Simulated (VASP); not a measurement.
Set up this calculation in VASP 6.6.1, as the native input.

```
Task                   : single point
Functional             : r2SCAN
Potentials or basis    : VASP PAW PBE potentials, release 64 (In_d)
Cutoff                 : 520 eV
k mesh                 : 9 × 9 × 5
Occupations            : fermi-dirac, width 0.05 eV
Spin                   : no spin polarisation
Dipole correction      : no
Further INCAR settings : ALGO = Normal; EDIFF = 1e-06; NBANDS = 20
```

The system is In.

```xyz
2
Lattice="3.3794 0.0000 0.0000 -1.6897 2.9266 0.0000 0.0000 0.0000 5.5816" Properties=species:S:1:pos:R:3 pbc="T T T"
In    1.6897    0.9755    4.1862
In    0.0000    1.9511    1.3954
```

These files were run (other wordings do the same):

POSCAR

```
In
1.0
    3.3793777732      0.0000000000      0.0000000000
   -1.6896888866      2.9266270006      0.0000000000
    0.0000000000      0.0000000000      5.5816399564
In
2
Direct
    0.6666666667      0.3333333333      0.7500000000
    0.3333333333      0.6666666667      0.2500000000
```

INCAR.step1

```
ALGO = Normal
EDIFF = 1E-4
ENCUT = 520
GGA = PE
ISMEAR = -1
LASPH = T
LCHARG = F
LREAL = F
LWAVE = T
NBANDS = 20
NELM = 100
PREC = Accurate
SIGMA = 0.05
```

INCAR.step2

```
ALGO = Normal
EDIFF = 1E-6
ENCUT = 520
ISIF = 2
ISMEAR = -1
ISTART = 1
LASPH = T
LCHARG = F
LMIXTAU = T
LREAL = F
LWAVE = F
METAGGA = R2SCAN
NBANDS = 20
NELM = 100
PREC = Accurate
SIGMA = 0.05
```

KPOINTS

```
k-points
0
Gamma
  9 9 5
```

Potentials or basis: VASP PAW PBE potentials, release 64 (In_d).

Launch:

```console
$ cat potpaw_PBE.64/In_d/POTCAR > POTCAR
$ cp INCAR.step1 INCAR
$ mpirun -np 1 vasp_std > vasp.out
$ cp INCAR.step2 INCAR
$ mpirun -np 1 vasp_std > vasp.out
```

It gave:

| Property | Result |
| --- | --- |
| Pressure | -1.7 GPa |
| Band gap on the k mesh | zero (band 13 reaches 9.09 eV, above the bottom of band 14 at 5.00 eV) |

Caveat: the PAW data sets were made with another functional, which shifts forces and pressure a little; spin-orbit coupling is left out, which moves the levels of the heavy elements.

Wall time 4.1 min on 1 thread of Intel Xeon 8259CL, on a shared host, peak memory 0.2 GiB.
